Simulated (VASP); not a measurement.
# Ca (Fm-3m) in VASP: notebook, part 2 of 2

VASP 6.6.1.

**5. Single point, LDA**

This run uses another cell than the first one, of 38.04 Å³/atom, 0.872 times its volume.

Input file INCAR:

```
PREC = Accurate ; ENCUT = 520
EDIFF = 1E-6 ; ISMEAR = 0
SIGMA = 0.1 ; LREAL = F
LASPH = T ; NELM = 100
ALGO = Fast ; ISIF = 2
LWAVE = F ; LCHARG = F
GGA = CA ; NBANDS = 11
ISYM = 0
```

Input file KPOINTS:

```
regular mesh
0
Gamma
  9 9 11
```

Input file POSCAR:

```
Ca
1.0
    3.7750735677      0.0000000000      0.0000000000
   -1.8875367839      3.2693096108      0.0000000000
    1.8875367839      1.0897698703      3.0823346608
Ca
1
Direct
    0.0000000000      0.0000000000      0.0000000000
```

Launch:

```sh
cat potpaw_LDA.64/Ca_sv/POTCAR > POTCAR
mpirun -np 1 vasp_std > vasp.out
```

Wall time 2 min (1 thread of Intel Xeon 6975P-C, shared host); peak memory 0.29 GiB.

The run converged. Its results:

```yaml
Free_energy: -2.2070 eV
Pressure: 0.0 GPa
Band_gap_on_the_k_mesh: zero (band 5 reaches 2.30 eV, above the bottom of band 6 at 2.19 eV)
```

Levels at points of the mesh, in eV from the Fermi level:
```csv
k point,band 2,band 3,band 4,band 5,band 6,band 7,band 8,band 9
"(0.00, 0.00, 0.00)",-22.53,-22.53,-22.53,-4.21,2.34,2.34,2.34,3.54
```

**6. Relaxation of cell and atoms, LDA**

This run uses another cell than the first one, of 38.04 Å³/atom, 0.872 times its volume.

Input file INCAR:

```
ALGO     = Normal         # electronic algorithm
EDIFF    = 1E-6           # SCF threshold, eV
EDIFFG   = -0.005         # ionic threshold
ENCUT    = 600            # plane-wave cutoff, eV
IBRION   = 2              # ionic algorithm
ISIF     = 3              # what is computed and relaxed
ISMEAR   = 0              # smearing method
LASPH    = T              # aspherical terms in the spheres
LCHARG   = F              # write CHGCAR
LREAL    = F              # projectors in reciprocal space
LWAVE    = F              # write WAVECAR
NELM     = 80             # most SCF steps
NSW      = 100            # ionic steps
PREC     = Accurate       # precision mode
SIGMA    = 0.1            # smearing width, eV
```

Input file KPOINTS:

```
k-points
0
Gamma
  14 14 14
```

Input file POSCAR:

```
Ca
1.0
    0.0000000000      2.6693801192      2.6693801192
    2.6693801192      0.0000000000      2.6693801192
    2.6693801192      2.6693801192      0.0000000000
Ca
1
Direct
    0.0000000000      0.0000000000      0.0000000000
```

Potentials or basis: VASP PAW LDA potentials, release 64 (Ca_sv).

Launch:

```sh
cat potpaw_LDA.64/Ca_sv/POTCAR > POTCAR
mpirun -np 1 vasp_std > vasp.out
```

Run time: 30 s. Hardware: 1 thread of Intel Xeon 6975P-C, shared host; peak memory 0.18 GiB.

The run converged. Its results:

```
Free energy             : -2.2092 eV
Pressure after relaxing : 0.0 GPa
Band gap on the k mesh  : zero (band 5 reaches 2.29 eV, above the bottom of band 6 at 2.19 eV)
```

Final structure:
```
CELL_PARAMETERS angstrom
0.00000 2.66938 2.66938
2.66938 0.00000 2.66938
2.66938 2.66938 0.00000
ATOMIC_POSITIONS crystal
Ca 0.00000 0.00000 0.00000
```

Levels at points of the mesh, in eV from the Fermi level:
```csv
k point,band 1,band 2,band 3,band 4,band 5,band 6,band 7,band 8,band 9
"(0.00, 0.00, 0.00)",-41.34,-22.53,-22.53,-22.53,-4.21,2.34,2.34,2.34,3.54
"(0.50, 0.00, 0.00)",-41.32,-22.74,-22.56,-22.56,-1.09,-0.02,2.21,2.21,4.32
"(0.50, 0.50, 0.00)",-41.31,-22.73,-22.61,-22.61,-0.61,0.42,1.20,4.32,4.53
```

Caveat: the relaxation stopped at its first step, so nothing moved.

**7. Relaxation of cell and atoms, LDA**

Input file INCAR:

```
SYSTEM = Ca
PREC = Accurate
ENCUT = 600
EDIFF = 1E-7
ISMEAR = 0
SIGMA = 0.1
LREAL = .FALSE.
LASPH = .TRUE.
NELM = 80
ALGO = Fast
ISIF = 3
LWAVE = .FALSE.
LCHARG = .FALSE.
IBRION = 2
NSW = 100
EDIFFG = -0.005
```

Input file KPOINTS:

```
Automatic mesh
0
G
  14 14 14
  0 0 0
```

Input file POSCAR:

```
Ca
1.0
    0.0000000000      2.7942000000      2.7942000000
    2.7942000000      0.0000000000      2.7942000000
    2.7942000000      2.7942000000      0.0000000000
Ca
1
Direct
    0.0000000000      0.0000000000      0.0000000000
```

Potentials or basis: VASP PAW LDA potentials, release 64 (Ca_sv).

Launch:

```sh
cat potpaw_LDA.64/Ca_sv/POTCAR > POTCAR
mpirun -np 1 vasp_std > vasp.out
```

OUTCAR:

```text
SYSTEM = Ca
   PREC = Accurate
   ENCUT = 600
   EDIFF = 1E-7
   ISMEAR = 0
   LREAL = .FALSE.
   LASPH = .TRUE.
   NELM = 80
   ISIF = 3
   IBRION = 2
   NSW = 100
   EDIFFG = -0.005

 ion  position               nearest neighbor table
   1  0.000  0.000  0.000-

  LATTYP: Found a face centered cubic cell.
 ALAT       =     5.5884000000

  Lattice vectors:

 A1 = (   0.0000000000,   2.7942000000,   2.7942000000)
 A2 = (   2.7942000000,   0.0000000000,   2.7942000000)
 A3 = (   2.7942000000,   2.7942000000,   0.0000000000)

Analysis of symmetry for initial positions (statically):
=====================================================================
 Subroutine PRICEL returns:
 Original cell was already a primitive cell.

[... 289 lines left out ...]
 Fermi energy:         2.2166744911

 k-point     1 :       0.0000    0.0000    0.0000
  band No.  band energies     occupation
      1     -39.1230      2.00000
      2     -20.3136      2.00000
      3     -20.3136      2.00000
      4     -20.3136      2.00000
      5      -1.9946      2.00000
      6       4.5528      0.00000
      7       4.5528      0.00000
      8       4.5528      0.00000
      9       5.7588      0.00000
[... 265 lines left out ...]
 k-point    24 :       0.2857    0.1429    0.0000
  band No.  band energies     occupation
      1     -39.1089      2.00000
      2     -20.4186      2.00000
      3     -20.3422      2.00000
      4     -20.3400      2.00000
      5      -0.6756      2.00000
      6       3.5302      0.00000
      7       4.5337      0.00000
      8       4.9174      0.00000
      9       5.4036      0.00000

 [... further k-points ...]

------------------------ aborting loop because EDIFF is reached ----------------------------------------

  FORCE on cell =-STRESS in cart. coord.  units (eV):
  Direction    XX          YY          ZZ          XY          YZ          ZX
  --------------------------------------------------------------------------------------
  -------------------------------------------------------------------------------------
  Total        0.0014640      0.0014640      0.0014640     -0.0000000      0.0000000      0.0000000
  in kB        0.0616517      0.0616517      0.0616517     -0.0000000      0.0000000      0.0000000
  external PRESSURE =       0.0616517 kB  Pullay stress =       0.0000000 kB
[... 16 lines left out ...]
  FREE ENERGIE OF THE ION-ELECTRON SYSTEM (eV)
  ---------------------------------------------------
  free  energy   TOTEN  =        -2.2095113828 eV

  energy  without entropy=       -2.2026307159  energy(sigma->0) =       -2.20607105

 reached required accuracy - stopping structural energy minimisation
```

OSZICAR:

```text
N       E                     dE             d eps       ncg     rms          rms(c)
DAV:   1     0.693867484567E+02    0.69387E+02   -0.55595E+03  1872   0.112E+03
DAV:   2    -0.746047517188E+00   -0.70133E+02   -0.69891E+02  1942   0.238E+02
DAV:   3    -0.212958627182E+01   -0.13835E+01   -0.13706E+01  2973   0.362E+01
[... 69 lines left out ...]
RMM:   8    -0.220950978701E+01    0.15609E-05   -0.29614E-05  2272   0.487E-02    0.306E-03
RMM:   9    -0.220951084613E+01   -0.10591E-05   -0.10005E-05  2411   0.177E-02    0.566E-03
RMM:  10    -0.220951118189E+01   -0.33576E-06   -0.18382E-06  2170   0.131E-02    0.151E-03
RMM:  11    -0.220951196198E+01   -0.78009E-06   -0.16639E-06  2184   0.168E-02    0.102E-02
RMM:  12    -0.220951133394E+01    0.62804E-06   -0.15573E-06  2182   0.133E-02    0.272E-03
RMM:  13    -0.220951138284E+01   -0.48895E-07   -0.87520E-07  2122   0.667E-03
   4 F= -.22095114E+01 E0= -.22060710E+01  d E =-.403787E-01
```

Wall time 2.4 min (1 thread of Intel Xeon 6975P-C, shared host); peak memory 0.21 GiB.

What came out:

```yaml
Free_energy: -2.2095 eV
Relaxed_volume: 38.04 Å³/atom
Relaxed_cell: a = 3.775 Å, b = 3.775 Å, c = 3.775 Å, α = 60.00°, β = 60.00°, γ = 60.00°
Space_group_after_relaxing_to_0.05_Å: Fm-3m (No. 225)
Energy_gained_by_relaxing: 40.4 meV/atom
Ionic_steps: 4
Pressure_after_relaxing: 0.0 GPa
Band_gap_on_the_k_mesh: zero (band 5 reaches 2.29 eV, above the bottom of band 6 at 2.19 eV)
```

The path:
```
step  energy change (eV)  largest force (eV/Å)  pressure (GPa)  volume (Å³)
   1              0.0000                0.0000           -2.11        43.63
   2             -0.0343                0.0000           -0.92        40.10
   3             -0.0403                0.0000           -0.11        38.27
   4             -0.0404                0.0000            0.01        38.04
```

Final structure:
```
CELL_PARAMETERS angstrom
0.00000 2.66945 2.66945
2.66945 0.00000 2.66945
2.66945 2.66945 0.00000
ATOMIC_POSITIONS crystal
Ca 0.00000 0.00000 0.00000
```

Levels at points of the mesh, in eV from the Fermi level:
| k point | band 1 | band 2 | band 3 | band 4 | band 5 | band 6 | band 7 | band 8 | band 9 |
| --- | --- | --- | --- | --- | --- | --- | --- | --- | --- |
| (0.00, 0.00, 0.00) | -41.34 | -22.53 | -22.53 | -22.53 | -4.21 | 2.34 | 2.34 | 2.34 | 3.54 |
| (0.50, 0.00, 0.00) | -41.32 | -22.74 | -22.56 | -22.56 | -1.09 | -0.02 | 2.21 | 2.21 | 4.32 |
| (0.50, 0.50, 0.00) | -41.31 | -22.73 | -22.61 | -22.61 | -0.61 | 0.42 | 1.20 | 4.32 | 4.53 |

Caveat: the volume moved by -13 % from the deposited cell, more than functionals usually miss. LDA usually gives volumes a few per cent too small.

**8. The runs side by side**

| task | cell | k mesh | cutoff (eV) | gap on the mesh (eV) | pressure (GPa) |
| --- | --- | --- | --- | --- | --- |
| single point | a = 3.952 Å, angles 60.0°, 1 atom | 6 × 6 × 6 | 520 | none | -2.2 |
| single point | a = 3.775 Å, angles 60.0°, 1 atom | 14 × 14 × 14 | 520 | none | 0.0 |
| single point | a = 3.775 Å, angles 90.0, 60.0, 120.0°, 1 atom | 9 × 9 × 11 | 520 | none | 0.0 |
| relaxation of cell and atoms | relaxed from a = 3.775 Å, angles 60.0°, 1 atom | 14 × 14 × 14 | 600 | none | 0.0 |
| relaxation of cell and atoms | relaxed from a = 3.952 Å, angles 60.0°, 1 atom | 14 × 14 × 14 | 600 | none | 0.0 |

Alike in all rows: level LDA; potentials or basis VASP PAW LDA potentials, release 64 (Ca_sv); no spin polarisation; smearing gaussian 0.1 eV.

Caveats: the relaxation stopped at its first step, so nothing moved (some runs); the volume moved by -13 % from the deposited cell, more than functionals usually miss (some runs).

Absolute energies hang on the potentials; compare differences alone.
